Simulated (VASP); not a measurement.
# Cr (P6_3/mmc) in VASP: a series of runs, part 2 of 2

VASP 6.6.1.

## Step 3: Single point, LDA, collinear spin, ferromagnetic start

This run uses another cell than the first one, of 14.63 Å³/atom, 1.020 times its volume.

Contents of INCAR:

```
ALGO = Fast
EDIFF = 1E-6
ENCUT = 520
ISIF = 2
ISMEAR = -1
ISPIN = 2
LASPH = T
LCHARG = F
LMAXMIX = 4
LORBIT = 11
LREAL = F
LWAVE = F
MAGMOM = 3 3
NBANDS = 23
NELM = 150
PREC = Accurate
SIGMA = 0.05
```

Contents of KPOINTS:

```
k-points
0
Gamma
  11 11 6
```

Contents of POSCAR:

```
Cr
1.0
    2.7497146220      0.0000000000      0.0000000000
   -1.3748573110      2.3813227158      0.0000000000
    0.0000000000      0.0000000000      4.4680329708
Cr
2
Direct
    0.6666666667      0.3333333333      0.7500000000
    0.3333333333      0.6666666667      0.2500000000
```

Potentials or basis: VASP PAW LDA potentials, release 64 (Cr_pv).

Run with:

```bash
$ cat potpaw_LDA.64/Cr_pv/POTCAR > POTCAR
$ mpirun -np 1 vasp_std > vasp.out
```

OUTCAR:

```text
EDIFF = 1E-6
   ENCUT = 520
   ISIF = 2
   ISMEAR = -1
   ISPIN = 2
   LASPH = T
   LORBIT = 11
   LREAL = F
   NELM = 150
   PREC = Accurate

 ion  position               nearest neighbor table
   1  0.667  0.333  0.750-   2 2.74   2 2.74   2 2.74   2 2.74   2 2.74   2 2.74
   2  0.333  0.667  0.250-   1 2.74   1 2.74   1 2.74   1 2.74   1 2.74   1 2.74

  LATTYP: Found a hexagonal cell.
 ALAT       =     2.7497146220
 C/A-ratio  =     1.6249078850

  Lattice vectors:

 A1 = (   2.7497146220,   0.0000000000,   0.0000000000)
 A2 = (  -1.3748573110,   2.3813227158,   0.0000000000)
 A3 = (   0.0000000000,   0.0000000000,   4.4680329708)

Analysis of symmetry for initial positions (statically):
=====================================================================
 Subroutine PRICEL returns:
 Original cell was already a primitive cell.

 Routine SETGRP: Setting up the symmetry group for a
 hexagonal supercell.

 Subroutine GETGRP returns: Found 24 space group operations
 (whereof 12 operations were pure point group operations)
 out of a pool of 24 trial point group operations.

The static configuration has the point symmetry D_3d.
 The point group associated with its full space group is D_6h.

Analysis of symmetry for dynamics (positions and initial velocities):
=====================================================================
 Subroutine PRICEL returns:
 Original cell was already a primitive cell.

 Routine SETGRP: Setting up the symmetry group for a
 hexagonal supercell.

 Subroutine GETGRP returns: Found 24 space group operations
 (whereof 12 operations were pure point group operations)
 out of a pool of 24 trial point group operations.

The dynamic configuration has the point symmetry D_3d.
 The point group associated with its full space group is D_6h.

Analysis of structural, dynamic, and magnetic symmetry:
=====================================================================
[... 144 lines left out ...]
  energy-cutoff  :      520.00
  volume of cell :       29.26
 maximum number of plane-waves:       799
   NGX = 11   NGY = 11   NGZ = 17

 number of electron      24.0000016 magnetization       1.2841617

 Free energy of the ion-electron system (eV)
  ---------------------------------------------------
  ext. energy  EPLUGINS =         0.00000000
  ---------------------------------------------------
  free energy    TOTEN  =       -19.18569017 eV

  energy without entropy =      -19.14401112  energy(sigma->0) =      -19.16485065

 E-fermi :   7.5876     XC(G=0): -12.6511

 val. band max:        7.5838067015   @ k =   0.3636   0.0000   0.5000
 cond. band min:       7.5918041702   @ k =   0.3636   0.0909   0.3333
 fundamental gap:      0.0079974686
 Fermi energy:         7.5875638343

 spin component 1

 k-point     1 :       0.0000    0.0000    0.0000
  band No.  band energies     occupation
      1     -35.3295      1.00000
      2     -35.0088      1.00000
      3     -35.0088      1.00000
      4     -34.9485      1.00000
      5     -34.9485      1.00000
      6     -34.8906      1.00000
[... 613 lines left out ...]
     22      20.2630      0.00000
     23      22.1021      0.00000

 [... further k-points ...]

 spin component 2

 k-point     1 :       0.0000    0.0000    0.0000
  band No.  band energies     occupation
      1     -34.8104      1.00000
      2     -34.4530      1.00000
      3     -34.4530      1.00000
      4     -34.3919      1.00000
      5     -34.3919      1.00000
      6     -34.3642      1.00000
[... 613 lines left out ...]
     22      20.5662      0.00000
     23      22.3914      0.00000

 [... further k-points ...]
[... 5 lines left out ...]
  --------------------------------------------------------------------------------------
  -------------------------------------------------------------------------------------
  Total       -7.7666733     -7.7666733     -6.8310818      0.0000000     -0.0000000      0.0000000
  in kB     -425.3274086   -425.3274086   -374.0914836      0.0000000     -0.0000000      0.0000000
  external PRESSURE =    -408.2487670 kB  Pullay stress =       0.0000000 kB

 VOLUME and BASIS-vectors are now :
 -----------------------------------------------------------------------------
  energy-cutoff  :      520.00
  volume of cell :       29.26
      direct lattice vectors                 reciprocal lattice vectors
     2.749714622  0.000000000  0.000000000     0.363674103  0.209967342  0.000000000
    -1.374857311  2.381322716  0.000000000     0.000000000  0.419934683  0.000000000
     0.000000000  0.000000000  4.468032971     0.000000000  0.000000000  0.223812135

 POSITION                                       TOTAL-FORCE (eV/Angst)
 -----------------------------------------------------------------------------------
      1.37486      0.79377      3.35102        -0.000000     -0.000000      0.000000
     -0.00000      1.58755      1.11701         0.000000      0.000000      0.000000
 -----------------------------------------------------------------------------------
    total drift:                               -0.000000      0.000000     -0.000000

  FREE ENERGIE OF THE ION-ELECTRON SYSTEM (eV)
  ---------------------------------------------------
  free  energy   TOTEN  =       -19.1856901654 eV

  energy  without entropy=      -19.1440111247  energy(sigma->0) =      -19.16485065

 total charge

# of ion       s       p       d       tot
------------------------------------------
    1        0.367   6.255   4.052  10.674
    2        0.367   6.255   4.052  10.674
--------------------------------------------------
tot          0.733  12.511   8.105  21.349

 magnetization (x)

# of ion       s       p       d       tot
------------------------------------------
    1        0.002   0.016   0.573   0.591
    2        0.002   0.016   0.573   0.591
--------------------------------------------------
tot          0.005   0.032   1.145   1.182
```

OSZICAR:

```text
N       E                     dE             d eps       ncg     rms          rms(c)
DAV:   1     0.245247223102E+03    0.24525E+03   -0.13736E+04  5928   0.124E+03
DAV:   2    -0.134209991864E+02   -0.25867E+03   -0.25006E+03  5951   0.373E+02
DAV:   3    -0.214109171841E+02   -0.79899E+01   -0.79202E+01  7498   0.774E+01
DAV:   4    -0.214872072924E+02   -0.76290E-01   -0.76120E-01  6341   0.761E+00
DAV:   5    -0.214883228317E+02   -0.11155E-02   -0.11147E-02  6232   0.875E-01    0.180E+01
RMM:   6    -0.190400148786E+02    0.24483E+01   -0.12034E+01  6112   0.278E+01    0.445E+00
RMM:   7    -0.191731104079E+02   -0.13310E+00   -0.55812E-01  6376   0.550E+00    0.231E+00
RMM:   8    -0.191801642025E+02   -0.70538E-02   -0.28621E-02  6845   0.117E+00    0.104E+00
RMM:   9    -0.191821061346E+02   -0.19419E-02   -0.73288E-03  6783   0.840E-01    0.514E-01
RMM:  10    -0.191846697608E+02   -0.25636E-02   -0.23929E-03  6686   0.375E-01    0.207E-01
RMM:  11    -0.191852155252E+02   -0.54576E-03   -0.30061E-04  6845   0.163E-01    0.114E-01
RMM:  12    -0.191855290122E+02   -0.31349E-03   -0.12932E-04  6812   0.936E-02    0.581E-02
RMM:  13    -0.191856404512E+02   -0.11144E-03   -0.47886E-05  6609   0.496E-02    0.365E-02
RMM:  14    -0.191856722482E+02   -0.31797E-04   -0.12832E-05  6279   0.256E-02    0.215E-02
RMM:  15    -0.191856814278E+02   -0.91796E-05   -0.34532E-06  5324   0.137E-02    0.158E-02
RMM:  16    -0.191856898144E+02   -0.83866E-05   -0.76210E-06  5786   0.164E-02    0.339E-03
RMM:  17    -0.191856901654E+02   -0.35103E-06   -0.54315E-07  3290   0.526E-03
   1 F= -.19185690E+02 E0= -.19164851E+02  d E =-.416790E-01  mag=     1.2824
```

stdout:

```text
POSCAR found type information on POSCAR Cr
 POSCAR found :  1 types and       2 ions
 scaLAPACK will be used
 LDA part: xc-table for (Slater(with rela. corr.)+CA(PZ))
 , standard interpolation
 POSCAR, INCAR and KPOINTS ok, starting setup
 FFT: planning ... GRIDC
 FFT: planning ... GRID_SOFT
 FFT: planning ... GRID
 WAVECAR not read
 entering main loop
```

Wall time 83 s (1 thread of Intel Xeon Platinum 8259CL at 2.50GHz (Skylake/Cascade Lake), shared host); peak memory 0.17 GiB.

What came out:

| Quantity | Value |
| --- | --- |
| Free energy | -19.1857 eV |
| Pressure | -40.8 GPa |
| Net moment | 1.28 μB per cell |
| Site moments | Cr +0.59 μB |
| Valence electrons inside the program's atomic spheres | Cr 10.67 |

Stress tensor (GPa, compression positive):
```
-42.53   0.00   0.00
  0.00 -42.53   0.00
  0.00   0.00 -37.41
```

Levels at points of the mesh, in eV from the Fermi level:
Spin up:
| k point | band 10 | band 11 | band 12 | band 13 | band 14 | band 15 | band 16 | band 17 |
| --- | --- | --- | --- | --- | --- | --- | --- | --- |
| (0.00, 0.00, 0.00) | -0.52 | -0.50 | -0.17 | -0.17 | 0.26 | 0.26 | 0.52 | 1.44 |
| (0.00, 0.00, 0.50) | -0.97 | -0.57 | -0.57 | -0.57 | -0.57 | 1.11 | 1.11 | 1.11 |
Spin down:
| k point | band 7 | band 8 | band 9 | band 10 | band 11 | band 12 | band 13 | band 14 | band 15 | band 16 |
| --- | --- | --- | --- | --- | --- | --- | --- | --- | --- | --- |
| (0.00, 0.00, 0.00) | -6.63 | -2.99 | -0.06 | -0.04 | -0.04 | 0.32 | 0.32 | 0.73 | 0.77 | 0.77 |
| (0.00, 0.00, 0.50) | -4.71 | -4.71 | -0.57 | -0.57 | -0.09 | -0.09 | -0.09 | -0.09 | 1.64 | 1.64 |

## Step 4: Single point, LDA, collinear spin, ferromagnetic start

This run uses another cell than the first one, of 14.91 Å³/atom, 1.039 times its volume.

Contents of INCAR:

```
SYSTEM = Cr
PREC = Accurate ; ENCUT = 520
EDIFF = 1E-6 ; ISMEAR = -1
SIGMA = 0.05 ; LREAL = .FALSE.
LASPH = .TRUE. ; NELM = 150
ALGO = Normal ; ISIF = 2
LWAVE = .FALSE. ; LCHARG = .FALSE.
ISPIN = 2 ; MAGMOM = 3 3
LORBIT = 11 ; LMAXMIX = 4
GGA = CA ; NBANDS = 23
```

Contents of KPOINTS:

```
regular mesh
0
G
  11 11 6
  0 0 0
```

Contents of POSCAR:

```
Cr
1.0
    2.7672292001      0.0000000000      0.0000000000
   -1.3836146000      2.3964907854      0.0000000000
    0.0000000000      0.0000000000      4.4964925469
Cr
2
Direct
    0.6666666667      0.3333333333      0.7500000000
    0.3333333333      0.6666666667      0.2500000000
```

Run with:

```bash
$ cat potpaw_LDA.64/Cr_pv/POTCAR > POTCAR
$ mpirun -np 1 vasp_std > vasp.out
```

Run time: 71 s. Hardware: 1 thread of Intel Xeon Platinum 8259CL at 2.50GHz (Skylake/Cascade Lake), shared host; peak memory 0.19 GiB.

Results (log left out):

* Free energy: -19.0412 eV
* Pressure: -41.6 GPa
* Net moment: 1.50 μB per cell
* Site moments: Cr +0.69 μB
* Valence electrons inside the program's atomic spheres: Cr 10.65

Stress tensor (GPa, compression positive):
```
-42.96   0.00   0.00
  0.00 -42.96   0.00
  0.00   0.00 -38.84
```

Levels at points of the mesh, in eV from the Fermi level:
Spin up:
| k point | band 10 | band 11 | band 12 | band 13 | band 14 | band 15 | band 16 | band 17 |
| --- | --- | --- | --- | --- | --- | --- | --- | --- |
| (0.00, 0.00, 0.00) | -0.55 | -0.53 | -0.22 | -0.22 | 0.20 | 0.20 | 0.48 | 1.35 |
| (0.00, 0.00, 0.50) | -0.98 | -0.61 | -0.61 | -0.61 | -0.61 | 1.02 | 1.02 | 1.02 |
Spin down:
```tsv
k point	band 7	band 8	band 9	band 10	band 11	band 12	band 13	band 14	band 15	band 16
(0.00, 0.00, 0.00)	-6.55	-2.91	-0.02	0.01	0.01	0.36	0.36	0.72	0.80	0.80
(0.00, 0.00, 0.50)	-4.66	-4.66	-0.53	-0.53	-0.04	-0.04	-0.04	-0.04	1.64	1.64
```

## Step 5: Single point, BLYP+D4, collinear spin, ferromagnetic start

This run uses another cell than the first one, of 11.73 Å³/atom, 0.818 times its volume.

Contents of INCAR:

```
SYSTEM = Cr
  AGGAC = 1.0
  AGGAX = 1.0
  ALDAC = 0.0
  ALDAX = 1.0
  ALGO = Fast
  EDIFF = 1E-6
  ENCUT = 520
  GGA = B5
  ISIF = 2
  ISMEAR = -1
  ISPIN = 2
  IVDW = 13
  LASPH = .TRUE.
  LCHARG = .FALSE.
  LMAXMIX = 4
  LORBIT = 11
  LREAL = .FALSE.
  LWAVE = .FALSE.
  MAGMOM = 3 3
  NBANDS = 23
  NELM = 150
  PREC = Accurate
  SIGMA = 0.05
  VDW_A1 = 0.44488865
  VDW_A2 = 4.0933009
  VDW_S6 = 1.0
  VDW_S8 = 2.34076671
```

Contents of KPOINTS:

```
k-points
0
G
  11 11 6
  0 0 0
```

Contents of POSCAR:

```
Cr
1.0
    2.4655303440      0.0000000000      0.0000000000
   -1.2327651720      2.1352119117      0.0000000000
    0.0000000000      0.0000000000      4.4568339736
Cr
2
Direct
    0.6666666667      0.3333333333      0.7500000000
    0.3333333333      0.6666666667      0.2500000000
```

Potentials or basis: VASP PAW PBE potentials, release 64 (Cr_pv).

Run with:

```bash
$ cat potpaw_PBE.64/Cr_pv/POTCAR > POTCAR
$ mpirun -np 1 vasp_std > vasp.out
```

Wall time 40 s (1 thread of AMD EPYC 9R45 (Zen 5), shared host); peak memory 0.14 GiB.

The run converged. Its results:

| Item | Value |
| --- | --- |
| Free energy | -17.5890 eV |
| Pressure | -0.2 GPa |
| Band gap on the k mesh | zero (filled and empty bands overlap) |
| Net moment | 0.00 μB per cell |
| Valence electrons inside the program's atomic spheres | Cr 11.07 |
| Dispersion energy per atom | -0.854 eV |

Stress tensor (GPa, compression positive):
```
-0.12  0.00  0.00
 0.00 -0.12  0.00
 0.00  0.00 -0.22
```

Levels at points of the mesh, in eV from the Fermi level:
Spin up:
```
           k point  band 10  band 11  band 12  band 13  band 14  band 15
(0.00, 0.00, 0.00)    -0.40    -0.40    -0.08    -0.08    -0.08     1.09
(0.00, 0.00, 0.50)    -1.71    -0.37    -0.37    -0.37    -0.37     1.79
```
Spin down:
| k point | band 9 | band 10 | band 11 | band 12 | band 13 | band 14 | band 15 | band 16 |
| --- | --- | --- | --- | --- | --- | --- | --- | --- |
| (0.00, 0.00, 0.00) | -1.39 | -0.40 | -0.40 | -0.08 | -0.08 | -0.08 | 1.09 | 1.09 |
| (0.00, 0.00, 0.50) | -1.71 | -1.71 | -0.37 | -0.37 | -0.37 | -0.37 | 1.79 | 1.79 |

Caveat: the starting moments collapsed, and a magnetic state may lie lower; the PAW data sets were made with another functional, which shifts forces and pressure a little; pairwise dispersion overbinds metals, which lowers pressure and volume.

## Step 6: Single point, PBE, collinear spin, ferromagnetic start

This run uses another cell than the first one, of 14.07 Å³/atom, 0.980 times its volume.

Contents of INCAR:

```
SYSTEM = Cr
  PREC = Accurate
  ENCUT = 520
  EDIFF = 1E-6
  ISMEAR = 0
  SIGMA = 0.027000000000000003
  LREAL = .FALSE.
  LASPH = .TRUE.
  NELM = 150
  ALGO = Normal
  ISIF = 2
  LWAVE = .FALSE.
  LCHARG = .FALSE.
  ISPIN = 2
  MAGMOM = 3 3
  LORBIT = 11
  LMAXMIX = 4
  GGA = PE
  NBANDS = 23
```

Contents of KPOINTS:

```
regular mesh
0
G
  11 11 6
  0 0 0
```

Contents of POSCAR:

```
Cr
1.0
    2.7140000000      0.0000000000      0.0000000000
   -1.3570000000      2.3503929459      0.0000000000
    0.0000000000      0.0000000000      4.4100000000
Cr
2
Direct
    0.6666666667      0.3333333333      0.7500000000
    0.3333333333      0.6666666667      0.2500000000
```

Potentials or basis: VASP PAW PBE potentials, release 64 (Cr_pv).

Run with:

```bash
$ cat potpaw_PBE.64/Cr_pv/POTCAR > POTCAR
$ mpirun -np 1 vasp_std > vasp.out
```

Wall time 65 s (1 thread of AMD EPYC 9R45 (Zen 5), shared host); peak memory 0.16 GiB.

Results (log left out):

```
Free energy                                           : -17.7072 eV
Pressure                                              : -25.7 GPa
Net moment                                            : 1.75 μB per cell
Site moments                                          : Cr +0.81 μB
Valence electrons inside the program's atomic spheres : Cr 10.72
```

Stress tensor (GPa, compression positive):
```
-27.04   0.00   0.00
  0.00 -27.04   0.00
  0.00   0.00 -23.09
```

Levels at points of the mesh, in eV from the Fermi level:
Spin up:
| k point | band 11 | band 12 | band 13 | band 14 | band 15 | band 16 |
| --- | --- | --- | --- | --- | --- | --- |
| (0.00, 0.00, 0.00) | -0.63 | -0.32 | -0.32 | 0.14 | 0.14 | 0.40 |
| (0.00, 0.00, 0.50) | -0.74 | -0.74 | -0.74 | -0.74 | 1.03 | 1.03 |
Spin down:
```tsv
k point	band 9	band 10	band 11	band 12	band 13	band 14
(0.00, 0.00, 0.00)	-0.01	0.07	0.07	0.45	0.45	0.66
(0.00, 0.00, 0.50)	-0.58	-0.58	0.01	0.01	0.01	0.01
```

## Step 7: The runs side by side

```csv
level,potentials or basis,cell,smearing,gap on the mesh (eV),pressure (GPa),moment (μB)
PBEsol,"VASP PAW PBE potentials, release 64 (Cr_pv)","a = 2.732, b = 2.732, c = 4.439 Å, angles 90.0, 90.0, 120.0°, 2 atoms",fermi-dirac 0.05 eV,none,-33.5,1.86
LDA,"VASP PAW LDA potentials, release 64 (Cr_pv)","a = 2.750, b = 2.750, c = 4.468 Å, angles 90.0, 90.0, 120.0°, 2 atoms",fermi-dirac 0.05 eV,none,-40.8,1.28
LDA,"VASP PAW LDA potentials, release 64 (Cr_pv)","a = 2.767, b = 2.767, c = 4.496 Å, angles 90.0, 90.0, 120.0°, 2 atoms",fermi-dirac 0.05 eV,none,-41.6,1.50
PBE,"VASP PAW PBE potentials, release 64 (Cr_pv)","a = 2.714, b = 2.714, c = 4.410 Å, angles 90.0, 90.0, 120.0°, 2 atoms",gaussian 0.027 eV,none,-25.7,1.75
```

Alike in all rows: task single point; spin collinear, ferromagnetic start; k mesh 11 × 11 × 6; cutoff (eV) 520.

Caveats: the PAW data sets were made with another functional, which shifts forces and pressure a little (some runs).

Absolute energies hang on the potentials; compare differences alone.
